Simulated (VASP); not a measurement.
# TiO2 (I4_1/amd) in VASP: single point with PBE+U

Aim: the single point of TiO2 with PBE+U.

All numbers are computed with VASP 6.6.1; they aren't measurements. Logs are shortened: lines on timing, memory, paths and dates and some standing lists are left out, and cuts for length are marked.

## 1. The cell of the first run

The structure is tetragonal, space group I4_1/amd (No. 141). The conventional cell has a = 3.818 Å, b = 3.818 Å, c = 9.778 Å, α = 90.00°, β = 90.00°, γ = 90.00°. Ti (site symmetry -4m2) has 6 O at 1.96 to 2.01 Å within 2.6 Å. O (site symmetry 2mm) has 3 Ti at 1.96 to 2.01 Å and 2 O at 2.47 Å within 2.6 Å.

## 2. Single point, PBE+U

Input file INCAR:

```
PREC = Accurate ; ENCUT = 520
EDIFF = 1E-6 ; ISMEAR = 0
SIGMA = 0.05 ; LREAL = False
LASPH = True ; NELM = 150
ALGO = Normal ; ISIF = 2
LWAVE = False ; LCHARG = False
LMAXMIX = 4 ; LDAU = True
LDAUTYPE = 2 ; LDAUL = 2 -1
LDAUU = 4 0 ; LDAUJ = 0 0
LDAUPRINT = 1 ; GGA = PE
NBANDS = 33
```

Input file KPOINTS:

```
regular mesh
0
Gamma
  8 8 8
```

Input file POSCAR:

```
TiO2
1.0
   -1.9088507715      1.9088507715      4.8887928505
    1.9088507715     -1.9088507715      4.8887928505
    1.9088507715      1.9088507715     -4.8887928505
Ti O
2 4
Direct
    0.0000000000      0.0000000000      0.0000000000
    0.7500000000      0.2500000000      0.5000000000
    0.2052682436      0.2052682436      0.0000000000
    0.9552682436      0.4552682436      0.5000000000
    0.5447317564      0.0447317564      0.5000000000
    0.7947317564      0.7947317564      0.0000000000
```

Potentials or basis: VASP PAW PBE potentials, release 64 (Ti_sv, O).

Run with:

```
$ cat potpaw_PBE.64/Ti_sv/POTCAR potpaw_PBE.64/O/POTCAR > POTCAR
$ mpirun -np 1 vasp_std > vasp.out
```

OUTCAR:

```text
PREC = Accurate
   ENCUT = 520
   EDIFF = 1E-6
   ISMEAR = 0
   LREAL = False
   LASPH = True
   NELM = 150
   ISIF = 2
   GGA = PE

 ion  position               nearest neighbor table
   1  0.000  0.000  0.000-   5 1.96   4 1.96   5 1.96   4 1.96   3 2.01   6 2.01
   2  0.750  0.250  0.500-   6 1.96   3 1.96   6 1.96   3 1.96   4 2.01   5 2.01
   3  0.205  0.205  0.000-   2 1.96   2 1.96   1 2.01
   4  0.955  0.455  0.500-   1 1.96   1 1.96   2 2.01
   5  0.545  0.045  0.500-   1 1.96   1 1.96   2 2.01
   6  0.795  0.795  0.000-   2 1.96   2 1.96   1 2.01

  LATTYP: Found a body centered tetragonal cell.
 ALAT       =     3.8177015430
 C/A-ratio  =     2.5611184088

  Lattice vectors:

 A1 = (  -1.9088507715,   1.9088507715,   4.8887928505)
 A2 = (   1.9088507715,  -1.9088507715,   4.8887928505)
 A3 = (   1.9088507715,   1.9088507715,  -4.8887928505)

Analysis of symmetry for initial positions (statically):
=====================================================================
 Subroutine PRICEL returns:
 Original cell was already a primitive cell.

 Routine SETGRP: Setting up the symmetry group for a
 body centered tetragonal supercell.

 Subroutine GETGRP returns: Found 16 space group operations
 (whereof  8 operations were pure point group operations)
 out of a pool of 16 trial point group operations.

The static configuration has the point symmetry D_2d.
 The point group associated with its full space group is D_4h.

Analysis of symmetry for dynamics (positions and initial velocities):
=====================================================================
 Subroutine PRICEL returns:
 Original cell was already a primitive cell.

 Routine SETGRP: Setting up the symmetry group for a
 body centered tetragonal supercell.

 Subroutine GETGRP returns: Found 16 space group operations
 (whereof  8 operations were pure point group operations)
 out of a pool of 16 trial point group operations.

The dynamic configuration has the point symmetry D_2d.
 The point group associated with its full space group is D_4h.

 Subroutine INISYM returns: Found 16 space group operations
 (whereof  8 operations are pure point group operations),
 and found     1 'primitive' translations

----------------------------------------------------------------------------------------

                                     Primitive cell

  volume of cell :      71.2534

  direct lattice vectors                    reciprocal lattice vectors
    -1.908850772  1.908850772  4.888792850     0.000000000  0.261937710  0.102274736
     1.908850772 -1.908850772  4.888792850     0.261937710  0.000000000  0.102274736
     1.908850772  1.908850772 -4.888792850     0.261937710  0.261937710  0.000000000

  length of vectors
     5.584596500  5.584596500  5.584596500     0.281196525  0.281196525  0.370435862

  position of ions in fractional coordinates (direct lattice)
     0.000000000  0.000000000  0.000000000
     0.750000000  0.250000000  0.500000000
     0.205268244  0.205268244  0.000000000
     0.955268244  0.455268244  0.500000000
     0.544731756  0.044731756  0.500000000
     0.794731756  0.794731756  0.000000000

  ion indices of the primitive-cell ions
   primitive index   ion index
                 1           1
                 2           2
                 3           3
                 4           4
                 5           5
                 6           6

----------------------------------------------------------------------------------------

 KPOINTS: regular mesh

Automatic generation of k-mesh.
 Grid dimensions read from file:
 generate k-points for:    8    8    8

 Generating k-lattice:

  Cartesian coordinates                     Fractional coordinates (reciprocal lattice)
     0.000000000  0.032742214  0.012784342     0.125000000  0.000000000 -0.000000000
     0.032742214  0.000000000  0.012784342     0.000000000  0.125000000 -0.000000000
     0.032742214  0.032742214  0.000000000     0.000000000  0.000000000  0.125000000

  Length of vectors
[... 61 lines left out ...]
   ISIF   =      2    stress and relaxation
   ISYM   =      2    0-nonsym 1-usesym 2-fastsym
   POTIM  = 0.5000    time-step for ionic-motion
   TEBEG  =    0.0;   TEEND  =   0.0 temperature during run
   PSTRESS=    0.0 pullay stress
   NELECT =      48.0000    total number of electrons
   NUPDOWN=      -1.0000    fix difference up-down
   EMIN   =  10.00;   EMAX   =-10.00  energy-range for DOS
   EFERMI =   0.00;   METHOD = LEGACY
   ISMEAR =     0;   SIGMA  =   0.05  broadening in eV -4-tet -1-fermi 0-gaus
   EFERMI_NEDOS =   21; number of points for ismear=-14 and -15
   IALGO  =     38    algorithm
   IMIX   =      4    mixing-type and parameters
     AMIX     =   0.40;   BMIX     =  1.00
     AMIX_MAG =   1.60;   BMIX_MAG =  1.00
  volume/ion in A,a.u.               =      11.88        80.14
  Fermi-wavevector in a.u.,A,eV,Ry     =   1.435115  2.711974 28.021949  2.059555
  Thomas-Fermi vector in A             =   2.554449
   LORBIT       =      0    0 simple, 1 ext, 2 COOP (PROOUT), +10 PAW based schemes
 LDA+U is selected, type is set to LDAUTYPE =  2
   angular momentum for each species LDAUL =     2   -1
   U (eV)           for each species LDAUU =   4.0  0.0
   J (eV)           for each species LDAUJ =   0.0  0.0
   GGA     = PE    functional components
   LHFCALC =     F    Hartree Fock is set to
   AEXX    =    0.0000 exact exchange contribution
   IVDW    =     0    specifies the selected vdW correction
   LEPSILON=     F    determine dielectric tensor
   LRPA    =     F    only Hartree local field effects (RPA)
 non-spin polarized calculation
 Gauss-broadening in eV      SIGMA  =   0.05
  energy-cutoff  :      520.00
  volume of cell :       71.25
 maximum number of plane-waves:      1934
 NGX is ok and might be reduce to    42
   NGX = 21   NGY = 21   NGZ = 21

atom =   1  type =  1  l = 2

 onsite density matrix

spin component  1

  0.1038 -0.0000  0.0000 -0.0000  0.0000
 -0.0000  0.1000 -0.0000  0.0000  0.0000
  0.0000 -0.0000  0.2444 -0.0000 -0.0000
 -0.0000  0.0000 -0.0000  0.1000 -0.0000
  0.0000  0.0000 -0.0000 -0.0000  0.2455

spin component  2

  0.1038 -0.0000  0.0000 -0.0000  0.0000
 -0.0000  0.1000 -0.0000  0.0000  0.0000
  0.0000 -0.0000  0.2444 -0.0000 -0.0000
 -0.0000  0.0000 -0.0000  0.1000 -0.0000
  0.0000  0.0000 -0.0000 -0.0000  0.2455

 occupancies and eigenvectors

  o =  0.1000  v =  0.0000 -0.9756 -0.0000 -0.2196 -0.0000  0.0000  0.0000  0.0000  0.0000  0.0000      0.0000  0.0000  0.0000  0.0000  0.0000  0.0000  0.0000  0.0000  0.0000  0.0000
  o =  0.1000  v =  0.0000  0.0000  0.0000  0.0000  0.0000  0.0000 -0.9756 -0.0000 -0.2196 -0.0000      0.0000  0.0000  0.0000  0.0000  0.0000  0.0000  0.0000  0.0000  0.0000  0.0000
  o =  0.1000  v =  0.0000  0.0000  0.0000  0.0000  0.0000  0.0000  0.2196 -0.0000 -0.9756  0.0000      0.0000  0.0000  0.0000  0.0000  0.0000  0.0000  0.0000  0.0000  0.0000  0.0000
  o =  0.1000  v =  0.0000  0.2196 -0.0000 -0.9756  0.0000  0.0000  0.0000  0.0000  0.0000  0.0000      0.0000  0.0000  0.0000  0.0000  0.0000  0.0000  0.0000  0.0000  0.0000  0.0000
  o =  0.1038  v =  1.0000  0.0000  0.0000  0.0000  0.0000  0.0000  0.0000  0.0000  0.0000  0.0000      0.0000  0.0000  0.0000  0.0000  0.0000  0.0000  0.0000  0.0000  0.0000  0.0000
  o =  0.1038  v =  0.0000  0.0000  0.0000  0.0000  0.0000  1.0000  0.0000  0.0000  0.0000  0.0000      0.0000  0.0000  0.0000  0.0000  0.0000  0.0000  0.0000  0.0000  0.0000  0.0000
  o =  0.2444  v =  0.0000  0.0000  0.0000  0.0000  0.0000  0.0000 -0.0000  1.0000 -0.0000  0.0000      0.0000  0.0000  0.0000  0.0000  0.0000  0.0000  0.0000  0.0000  0.0000  0.0000
  o =  0.2444  v =  0.0000 -0.0000  1.0000 -0.0000  0.0000  0.0000  0.0000  0.0000  0.0000  0.0000      0.0000  0.0000  0.0000  0.0000  0.0000  0.0000  0.0000  0.0000  0.0000  0.0000
  o =  0.2455  v =  0.0000 -0.0000 -0.0000  0.0000  1.0000  0.0000  0.0000  0.0000  0.0000  0.0000      0.0000  0.0000  0.0000  0.0000  0.0000  0.0000  0.0000  0.0000  0.0000  0.0000
  o =  0.2455  v =  0.0000  0.0000  0.0000  0.0000  0.0000  0.0000 -0.0000 -0.0000  0.0000  1.0000      0.0000  0.0000  0.0000  0.0000  0.0000  0.0000  0.0000  0.0000  0.0000  0.0000

atom =   2  type =  1  l = 2

 onsite density matrix

spin component  1

  0.1038  0.0000  0.0000 -0.0000  0.0000
  0.0000  0.1000  0.0000  0.0000 -0.0000
  0.0000  0.0000  0.2444  0.0000 -0.0000
 -0.0000  0.0000  0.0000  0.1000 -0.0000
  0.0000 -0.0000 -0.0000 -0.0000  0.2455

spin component  2

  0.1038  0.0000  0.0000 -0.0000  0.0000
  0.0000  0.1000  0.0000  0.0000 -0.0000
  0.0000  0.0000  0.2444  0.0000 -0.0000
 -0.0000  0.0000  0.0000  0.1000 -0.0000
  0.0000 -0.0000 -0.0000 -0.0000  0.2455

 occupancies and eigenvectors

  o =  0.1000  v =  0.0000 -0.6199 -0.0000 -0.7847 -0.0000  0.0000  0.0000  0.0000  0.0000  0.0000      0.0000  0.0000  0.0000  0.0000  0.0000  0.0000  0.0000  0.0000  0.0000  0.0000
  o =  0.1000  v =  0.0000  0.0000  0.0000  0.0000  0.0000  0.0000 -0.6199 -0.0000 -0.7847 -0.0000      0.0000  0.0000  0.0000  0.0000  0.0000  0.0000  0.0000  0.0000  0.0000  0.0000
  o =  0.1000  v =  0.0000  0.0000  0.0000  0.0000  0.0000  0.0000 -0.7847 -0.0000  0.6199 -0.0000      0.0000  0.0000  0.0000  0.0000  0.0000  0.0000  0.0000  0.0000  0.0000  0.0000
  o =  0.1000  v =  0.0000 -0.7847 -0.0000  0.6199 -0.0000  0.0000  0.0000  0.0000  0.0000  0.0000      0.0000  0.0000  0.0000  0.0000  0.0000  0.0000  0.0000  0.0000  0.0000  0.0000
  o =  0.1038  v =  0.0000  0.0000  0.0000  0.0000  0.0000  1.0000  0.0000  0.0000  0.0000  0.0000      0.0000  0.0000  0.0000  0.0000  0.0000  0.0000  0.0000  0.0000  0.0000  0.0000
  o =  0.1038  v =  1.0000  0.0000  0.0000  0.0000  0.0000  0.0000  0.0000  0.0000  0.0000  0.0000      0.0000  0.0000  0.0000  0.0000  0.0000  0.0000  0.0000  0.0000  0.0000  0.0000
  o =  0.2444  v =  0.0000  0.0000 -1.0000 -0.0000 -0.0000  0.0000  0.0000  0.0000  0.0000  0.0000      0.0000  0.0000  0.0000  0.0000  0.0000  0.0000  0.0000  0.0000  0.0000  0.0000
  o =  0.2444  v =  0.0000  0.0000  0.0000  0.0000  0.0000  0.0000  0.0000 -1.0000 -0.0000 -0.0000      0.0000  0.0000  0.0000  0.0000  0.0000  0.0000  0.0000  0.0000  0.0000  0.0000
  o =  0.2455  v =  0.0000  0.0000  0.0000  0.0000  0.0000  0.0000 -0.0000 -0.0000 -0.0000  1.0000      0.0000  0.0000  0.0000  0.0000  0.0000  0.0000  0.0000  0.0000  0.0000  0.0000
  o =  0.2455  v =  0.0000 -0.0000 -0.0000 -0.0000  1.0000  0.0000  0.0000  0.0000  0.0000  0.0000      0.0000  0.0000  0.0000  0.0000  0.0000  0.0000  0.0000  0.0000  0.0000  0.0000

 number of electron      47.9999994 magnetization

 Free energy of the ion-electron system (eV)
  ---------------------------------------------------
  ext. energy  EPLUGINS =         0.00000000
  ---------------------------------------------------
  free energy    TOTEN  =       -48.50080395 eV

  energy without entropy =      -48.50080395  energy(sigma->0) =      -48.50080395

 E-fermi :   3.4374     XC(G=0): -10.5140

 val. band max:        3.1967582715   @ k =  -0.3750   0.3750   0.0000
 cond. band min:       5.8817985137   @ k =   0.0000   0.0000   0.0000
 fundamental gap:      2.6850402422
 Fermi energy:         3.4374401801

 k-point     1 :       0.0000    0.0000    0.0000
  band No.  band energies     occupation
      1     -54.2961      2.00000
      2     -54.2517      2.00000
      3     -30.6461      2.00000
      4     -30.4494      2.00000
      5     -30.4494      2.00000
      6     -30.3955      2.00000
[... 853 lines left out ...]
     32       9.5462      0.00000
     33      10.0578      0.00000

 [... further k-points ...]

------------------------ aborting loop because EDIFF is reached ----------------------------------------

  FORCE on cell =-STRESS in cart. coord.  units (eV):
  Direction    XX          YY          ZZ          XY          YZ          ZX
  --------------------------------------------------------------------------------------
  -------------------------------------------------------------------------------------
  Total        2.0030076      2.0030076      1.5860267      0.0000000      0.0000000      0.0000000
  in kB       45.0388822     45.0388822     35.6628038      0.0000000      0.0000000      0.0000000
  external PRESSURE =      41.9135227 kB  Pullay stress =       0.0000000 kB

 VOLUME and BASIS-vectors are now :
 -----------------------------------------------------------------------------
  energy-cutoff  :      520.00
  volume of cell :       71.25
      direct lattice vectors                 reciprocal lattice vectors
    -1.908850772  1.908850772  4.888792850     0.000000000  0.261937710  0.102274736
     1.908850772 -1.908850772  4.888792850     0.261937710  0.000000000  0.102274736
     1.908850772  1.908850772 -4.888792850     0.261937710  0.261937710  0.000000000

 POSITION                                       TOTAL-FORCE (eV/Angst)
 -----------------------------------------------------------------------------------
      0.00000      0.00000      0.00000         0.000000      0.000000      0.000000
      0.00000      1.90885      2.44440         0.000000      0.000000      0.000000
      0.00000      0.00000      2.00703        -0.000000     -0.000000      0.149990
      0.00000      1.90885      4.45142        -0.000000     -0.000000      0.149990
     -0.00000      1.90885      0.43737         0.000000      0.000000     -0.149990
      0.00000      0.00000      7.77056        -0.000000     -0.000000     -0.149990
 -----------------------------------------------------------------------------------
    total drift:                               -0.000000      0.000000     -0.000000

  FREE ENERGIE OF THE ION-ELECTRON SYSTEM (eV)
  ---------------------------------------------------
  free  energy   TOTEN  =       -48.5008039464 eV

  energy  without entropy=      -48.5008039464  energy(sigma->0) =      -48.50080395
```

Run time: 8 min. Hardware: 1 thread of Intel Xeon 8259CL, shared host; peak memory 0.32 GiB.

Results:

* Free energy: -48.5008 eV
* Pressure: 4.2 GPa
* Largest force: 0.150 eV/Å
* Band gap on the k mesh: 2.69 eV (least direct gap 2.95 eV)

Forces on the atoms (eV/Å):
```
Ti   0.000  0.000  0.000
Ti   0.000  0.000  0.000
O    0.000  0.000  0.150
O    0.000  0.000  0.150
O    0.000  0.000 -0.150
O    0.000  0.000 -0.150
```

Stress tensor (GPa, compression positive):
```
4.50 0.00 0.00
0.00 4.50 0.00
0.00 0.00 3.57
```

Eigenvalues of the final occupation matrices:
| site | spin | trace | eigenvalues |
| --- | --- | --- | --- |
| site 1 d | 1 | 0.79 | 0.10 0.10 0.10 0.24 0.25 |
| site 1 d | 2 | 0.79 | 0.10 0.10 0.10 0.24 0.25 |
| site 2 d | 1 | 0.79 | 0.10 0.10 0.10 0.24 0.25 |
| site 2 d | 2 | 0.79 | 0.10 0.10 0.10 0.24 0.25 |

Caveat: the cell stands under pressure. A k mesh can miss the band edges.
